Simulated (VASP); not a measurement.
# ErSc2Sb3 (P4/mmm) in VASP: single point with PBE

Aim: the single point of ErSc2Sb3 with PBE.

Program: VASP 6.6.1. These are calculated values, not measurements. Logs are shortened: lines on timing, memory, paths and dates and some standing lists are left out, and cuts for length are marked.

**1. The cell of the first run**

The structure is tetragonal, space group P4/mmm (No. 123). The conventional cell has a = 4.163 Å, b = 4.163 Å, c = 10.885 Å, α = 90.00°, β = 90.00°, γ = 90.00°. Er (site symmetry 4/mmm) has 6 Sb at 2.94 to 3.15 Å within 3.9 Å. Within 3.8 Å of Sc (site symmetry 4mm) lie 5 Sb at 2.85 to 2.96 Å. Within 3.8 Å of Sb (site symmetry 4/mmm) lie 2 Sc at 2.85 Å and 4 Er at 2.94 Å. Within 3.9 Å of Sb (site symmetry 4mm) lie 4 Sc at 2.96 Å and 1 Er at 3.15 Å.

The cell was generated, and may not be a known phase.

**2. Single point, PBE, collinear spin**

Contents of INCAR:

```
SYSTEM = ErSc2Sb3
PREC = Accurate
ENCUT = 500
EDIFF = 1E-6
ISMEAR = 0
SIGMA = 0.1
LREAL = .False.
LASPH = .True.
NELM = 200
ALGO = Normal
ISIF = 2
LWAVE = .False.
LCHARG = .True.
ISPIN = 2
MAGMOM = 0 1 1 0 0 0
LORBIT = 11
LMAXMIX = 6
GGA = PE
LELF = .True.
LVHAR = .True.
NBANDS = 36
GGA_COMPAT = .False.
```

Contents of KPOINTS:

```
Automatic mesh
0
Gamma
  4 4 2
  0 0 0
```

Contents of POSCAR:

```
ErSc2Sb3
1.0
    4.1630635835      0.0000000000      0.0000000000
    0.0000000000      4.1630635835      0.0000000000
    0.0000000000      0.0000000000     10.8848292086
Er Sc Sb
1 2 3
Direct
    0.5000000000      0.5000000000      0.0000000000
    0.0000000000      0.0000000000      0.2616300680
    0.0000000000      0.0000000000      0.7383699320
    0.0000000000      0.0000000000      0.0000000000
    0.5000000000      0.5000000000      0.7103677466
    0.5000000000      0.5000000000      0.2896322534
```

Potentials or basis: VASP PAW PBE potentials, release 64 (Er_3, Sc_sv, Sb), 4f in core.

Run with:

```sh
cat potpaw_PBE.64/Er_3/POTCAR potpaw_PBE.64/Sc_sv/POTCAR potpaw_PBE.64/Sb/POTCAR > POTCAR
mpirun -np 1 vasp_std > vasp.out
```

OUTCAR:

```text
SYSTEM = ErSc2Sb3
   PREC = Accurate
   ENCUT = 500
   EDIFF = 1E-6
   ISMEAR = 0
   LREAL = .False.
   LASPH = .True.
   NELM = 200
   ISIF = 2
   ISPIN = 2
   LORBIT = 11
   GGA = PE

 ion  position               nearest neighbor table
   1  0.500  0.500  0.000-   4 2.94   4 2.94   4 2.94   4 2.94   6 3.15   5 3.15
   2  0.000  0.000  0.262-   4 2.85   6 2.96   6 2.96   6 2.96   6 2.96
   3  0.000  0.000  0.738-   4 2.85   5 2.96   5 2.96   5 2.96   5 2.96
   4  0.000  0.000  0.000-   2 2.85   3 2.85   1 2.94   1 2.94   1 2.94   1 2.94
   5  0.500  0.500  0.710-   3 2.96   3 2.96   3 2.96   3 2.96   1 3.15
   6  0.500  0.500  0.290-   2 2.96   2 2.96   2 2.96   2 2.96   1 3.15

  LATTYP: Found a simple tetragonal cell.
 ALAT       =     4.1630635835
 C/A-ratio  =     2.6146199764

  Lattice vectors:

 A1 = (   4.1630635835,   0.0000000000,   0.0000000000)
 A2 = (   0.0000000000,   4.1630635835,   0.0000000000)
 A3 = (   0.0000000000,   0.0000000000,  10.8848292086)

Analysis of symmetry for initial positions (statically):
=====================================================================
 Subroutine PRICEL returns:
 Original cell was already a primitive cell.

 Routine SETGRP: Setting up the symmetry group for a
 simple tetragonal supercell.

 Subroutine GETGRP returns: Found 16 space group operations
 (whereof 16 operations were pure point group operations)
 out of a pool of 16 trial point group operations.

The static configuration has the point symmetry D_4h.

Analysis of symmetry for dynamics (positions and initial velocities):
=====================================================================
 Subroutine PRICEL returns:
 Original cell was already a primitive cell.

 Routine SETGRP: Setting up the symmetry group for a
 simple tetragonal supercell.

 Subroutine GETGRP returns: Found 16 space group operations
 (whereof 16 operations were pure point group operations)
 out of a pool of 16 trial point group operations.

The dynamic configuration has the point symmetry D_4h.

Analysis of structural, dynamic, and magnetic symmetry:
=====================================================================
 Subroutine PRICEL returns:
 Original cell was already a primitive cell.

 Routine SETGRP: Setting up the symmetry group for a
 simple tetragonal supercell.

 Subroutine GETGRP returns: Found 16 space group operations
 (whereof 16 operations were pure point group operations)
 out of a pool of 16 trial point group operations.

The overall configuration has the point symmetry D_4h.

 Subroutine INISYM returns: Found 16 space group operations
 (whereof 16 operations are pure point group operations),
 and found     1 'primitive' translations

----------------------------------------------------------------------------------------

                                     Primitive cell

  volume of cell :     188.6460

  direct lattice vectors                    reciprocal lattice vectors
     4.163063583  0.000000000  0.000000000     0.240207717  0.000000000  0.000000000
     0.000000000  4.163063583  0.000000000     0.000000000  0.240207717  0.000000000
     0.000000000  0.000000000 10.884829209     0.000000000  0.000000000  0.091870987

  length of vectors
     4.163063583  4.163063583 10.884829209     0.240207717  0.240207717  0.091870987

  position of ions in fractional coordinates (direct lattice)
     0.500000000  0.500000000  0.000000000
     0.000000000  0.000000000  0.261630068
     0.000000000  0.000000000  0.738369932
     0.000000000  0.000000000  0.000000000
     0.500000000  0.500000000  0.710367747
     0.500000000  0.500000000  0.289632253

  ion indices of the primitive-cell ions
   primitive index   ion index
                 1           1
                 2           2
                 3           3
                 4           4
                 5           5
                 6           6

----------------------------------------------------------------------------------------

[... 33 lines left out ...]
  0.250000  0.000000  0.500000      4.000000
  0.500000  0.000000  0.500000      2.000000
  0.250000  0.250000  0.500000      4.000000
  0.500000  0.250000  0.500000      4.000000
  0.500000  0.500000  0.500000      1.000000
   k-points           NKPTS =     12   k-points in BZ     NKDIM =     12   number of bands    NBANDS=     36
   number of dos      NEDOS =    301   number of ions     NIONS =      6
   total plane-waves  NPLWV =  72000
   dimension x,y,z NGX =    30 NGY =   30 NGZ =   80
   dimension x,y,z NGXF=    60 NGYF=   60 NGZF=  160
   ions per type =               1   2   3
   NGX,Y,Z   is equivalent  to a cutoff of  11.98, 11.98, 12.22 a.u.
   NGXF,Y,Z  is equivalent  to a cutoff of  23.96, 23.96, 24.44 a.u.
 SYSTEM =  ErSc2Sb3
   PREC   = accura    normal or accurate (medium, high low for compatibility)
   ISTART =      0    job   : 0-new  1-cont  2-samecut
   ICHARG =      2    charge: 1-file 2-atom 10-const
   ISPIN  =      2    spin polarized calculation?
   LNONCOLLINEAR =      F non collinear calculations
   LSORBIT =      F    spin-orbit coupling
   LASPH  =      T    aspherical Exc in radial PAW
   ENCUT  =  500.0 eV  36.75 Ry    6.06 a.u.   7.59  7.59 19.85*2*pi/ulx,y,z
   NELM   =    200;   NELMIN=  2; NELMDL= -5     # of ELM steps
   EDIFF  = 0.1E-05   stopping-criterion for ELM
   LREAL  =      F    real-space projection
   EDIFFG = 0.1E-04   stopping-criterion for IOM
   NSW    =      0    number of steps for IOM
   IBRION =     -1    ionic relax: 0-MD 1-quasi-New 2-CG
   NFREE  =      0    steps in history (QN), initial steepest desc. (CG)
   ISIF   =      2    stress and relaxation
   ISYM   =      2    0-nonsym 1-usesym 2-fastsym
   POTIM  = 0.5000    time-step for ionic-motion
   TEBEG  =    0.0;   TEEND  =   0.0 temperature during run
   PSTRESS=    0.0 pullay stress
   NELECT =      46.0000    total number of electrons
   NUPDOWN=      -1.0000    fix difference up-down
   EMIN   =  10.00;   EMAX   =-10.00  energy-range for DOS
   EFERMI =   0.00;   METHOD = LEGACY
   ISMEAR =     0;   SIGMA  =   0.10  broadening in eV -4-tet -1-fermi 0-gaus
   EFERMI_NEDOS =   21; number of points for ismear=-14 and -15
   IALGO  =     38    algorithm
   IMIX   =      4    mixing-type and parameters
     AMIX     =   0.40;   BMIX     =  1.00
     AMIX_MAG =   1.60;   BMIX_MAG =  1.00
  volume/ion in A,a.u.               =      31.44       212.17
  Fermi-wavevector in a.u.,A,eV,Ry     =   1.022771  1.932756 14.232504  1.046060
  Thomas-Fermi vector in A             =   2.156468
   LORBIT       =     11    0 simple, 1 ext, 2 COOP (PROOUT), +10 PAW based schemes
   GGA     = PE    functional components
   LHFCALC =     F    Hartree Fock is set to
   AEXX    =    0.0000 exact exchange contribution
   IVDW    =     0    specifies the selected vdW correction
   LEPSILON=     F    determine dielectric tensor
   LRPA    =     F    only Hartree local field effects (RPA)
 spin polarized calculation
 Gauss-broadening in eV      SIGMA  =   0.10
  energy-cutoff  :      500.00
  volume of cell :      188.65
 maximum number of plane-waves:      4812
   NGX = 15   NGY = 15   NGZ = 39

 number of electron      45.9999997 magnetization       0.0055543

 number of electron      45.9999997 magnetization      -0.0001278

 Free energy of the ion-electron system (eV)
  ---------------------------------------------------
  ext. energy  EPLUGINS =         0.00000000
  ---------------------------------------------------
  free energy    TOTEN  =       -33.98065120 eV

  energy without entropy =      -33.97290114  energy(sigma->0) =      -33.97677617

 E-fermi :   4.2253     XC(G=0):  -8.9389

 val. band max:        4.2086526616   @ k =   0.0000   0.0000   0.0000
 cond. band min:       4.3145688887   @ k =   0.0000   0.0000   0.5000
 fundamental gap:      0.1059162271
 Fermi energy:         4.2253113223

 spin component 1

 k-point     1 :       0.0000    0.0000    0.0000
  band No.  band energies     occupation
      1     -45.9232      1.00000
      2     -45.9232      1.00000
      3     -24.6601      1.00000
      4     -24.6596      1.00000
      5     -24.4845      1.00000
      6     -24.4845      1.00000
[... 445 lines left out ...]
     34       6.7739      0.00000
     35       6.9295      0.00000
 Fermi energy:         4.2253113223

 spin component 2

 k-point     1 :       0.0000    0.0000    0.0000
  band No.  band energies     occupation
      1     -45.9232      1.00000
      2     -45.9232      1.00000
      3     -24.6601      1.00000
      4     -24.6596      1.00000
      5     -24.4845      1.00000
      6     -24.4845      1.00000
[... 445 lines left out ...]
     34       6.7736      0.00000
     35       6.9386      0.00000
 [bands above 35 left out]

------------------------ aborting loop because EDIFF is reached ----------------------------------------

  FORCE on cell =-STRESS in cart. coord.  units (eV):
  Direction    XX          YY          ZZ          XY          YZ          ZX
  --------------------------------------------------------------------------------------
  -------------------------------------------------------------------------------------
  Total        0.2324937      0.2324937      0.5757030      0.0000000     -0.0000000      0.0000000
  in kB        1.9745769      1.9745769      4.8894655      0.0000000     -0.0000000      0.0000000
  external PRESSURE =       2.9462064 kB  Pullay stress =       0.0000000 kB

 VOLUME and BASIS-vectors are now :
 -----------------------------------------------------------------------------
  energy-cutoff  :      500.00
  volume of cell :      188.65
      direct lattice vectors                 reciprocal lattice vectors
     4.163063583  0.000000000  0.000000000     0.240207717  0.000000000  0.000000000
     0.000000000  4.163063583  0.000000000     0.000000000  0.240207717  0.000000000
     0.000000000  0.000000000 10.884829209     0.000000000  0.000000000  0.091870987

 POSITION                                       TOTAL-FORCE (eV/Angst)
 -----------------------------------------------------------------------------------
      2.08153      2.08153      0.00000         0.000000      0.000000     -0.000000
      0.00000      0.00000      2.84780         0.000000      0.000000      0.026038
      0.00000      0.00000      8.03703         0.000000      0.000000     -0.026038
      0.00000      0.00000      0.00000         0.000000      0.000000     -0.000000
      2.08153      2.08153      7.73223         0.000000      0.000000     -0.023829
      2.08153      2.08153      3.15260        -0.000000     -0.000000      0.023829
 -----------------------------------------------------------------------------------
    total drift:                                0.000000      0.000000      0.000000

  FREE ENERGIE OF THE ION-ELECTRON SYSTEM (eV)
  ---------------------------------------------------
  free  energy   TOTEN  =       -33.9806512014 eV

  energy  without entropy=      -33.9729011391  energy(sigma->0) =      -33.97677617

 total charge

# of ion       s       p       d       tot
------------------------------------------
    1        0.352   6.730   1.213   8.296
    2        2.170   6.097   1.031   9.298
    3        2.170   6.097   1.031   9.298
    4        1.116   1.519   0.021   2.656
    5        1.127   1.380   0.012   2.519
    6        1.127   1.380   0.012   2.519
--------------------------------------------------
tot          8.063  23.202   3.321  34.586

 magnetization (x)

# of ion       s       p       d       tot
------------------------------------------
    1       -0.000   0.000   0.000   0.000
    2       -0.000  -0.000   0.000  -0.000
    3       -0.000  -0.000   0.000  -0.000
    4        0.000   0.000  -0.000   0.000
    5        0.000   0.000  -0.000   0.000
    6        0.000   0.000  -0.000   0.000
--------------------------------------------------
tot          0.000   0.000   0.000   0.000
```

Wall time 2.8 min (1 thread of Intel Xeon Platinum 8488C (Sapphire Rapids), shared host); peak memory 0.38 GiB.

What came out:

- Free energy: -33.9807 eV
- Pressure: 0.3 GPa
- Largest force: 0.026 eV/Å
- Band gap on the k mesh: zero (filled and empty bands overlap)
- Net moment: 0.00 μB per cell
- Valence electrons inside the program's atomic spheres: Er 8.30; Sc 9.30; Sb 2.66, 2.52 (each value once)

Forces in eV/Å, atoms in the order of the input:
```
Er   0.000  0.000  0.000
Sc   0.000  0.000  0.026
Sc   0.000  0.000 -0.026
Sb   0.000  0.000  0.000
Sb   0.000  0.000 -0.024
Sb   0.000  0.000  0.024
```

Caveat: the k points lie up to 0.38 Å⁻¹ apart; the magnetic or orbital state may not be the lowest; the moments typed at the start vanished in this run; spin-orbit coupling is left out, which moves the levels of the heavy elements; the 4f electrons are frozen in the core, so they carry no moment and show no levels.

The gap in the log of VASP goes by the Fermi energy; the results here count the filled bands.